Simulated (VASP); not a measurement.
**Sr2TeS: single point with r2SCAN**

Crystal: Sr2TeS.

```
CELL_PARAMETERS angstrom
4.44082 0.00000 0.00000
0.00000 4.44082 0.00000
0.00000 0.00000 6.28279
ATOMIC_POSITIONS crystal
S 0.00000 0.00000 0.00000
Sr 0.00000 0.00000 0.50000
Sr 0.50000 0.50000 0.00000
Te 0.50000 0.50000 0.50000
```

| Item | Value |
| --- | --- |
| Program | VASP 6.6.1 |
| Task | single point |
| Functional | r2SCAN |
| Potentials or basis | VASP PAW PBE potentials, release 64 (S, Sr_sv, Te) |
| Cutoff | 520 eV |
| k mesh | 6 × 6 × 4 |
| Occupations | gaussian, width 0.01 eV |
| Spin | no spin polarisation |

```json
{
  "Pressure": "3.0 GPa",
  "Band gap on the k mesh": "2.18 eV"
}
```

Levels at points of the mesh, in eV from the valence-band top:
```tsv
k point	band 12	band 13	band 14	band 15	band 16	band 17	band 18	band 19	band 20	band 21
(0.00, 0.00, 0.00)	-0.73	-0.73	-0.08	0.00	0.00	2.18	3.93	4.13	4.13	4.24
(0.50, 0.00, 0.00)	-2.03	-1.20	-1.18	-1.15	-1.13	4.62	5.53	5.56	5.66	5.73
(0.50, 0.50, 0.00)	-1.89	-0.78	-0.71	-0.71	-0.61	2.26	2.26	5.32	5.71	6.32
(0.00, 0.00, 0.50)	-1.66	-0.63	-0.63	-0.35	-0.35	2.60	3.41	4.86	5.15	5.47
(0.50, 0.00, 0.50)	-2.77	-1.26	-1.21	-1.21	-1.18	4.70	5.30	6.18	6.33	6.42
(0.50, 0.50, 0.50)	-1.62	-1.62	-1.43	-1.40	-1.40	4.38	4.38	5.13	5.13	5.77
```

Run time: 8.3 min on 1 thread of Intel Xeon 8259CL (shared host), peak memory 0.31 GiB.

Caveat: the cell stands under pressure; the PAW data sets were made with another functional, which shifts forces and pressure a little; spin-orbit coupling is left out, which moves the levels of the heavy elements. A k mesh can miss the band edges.
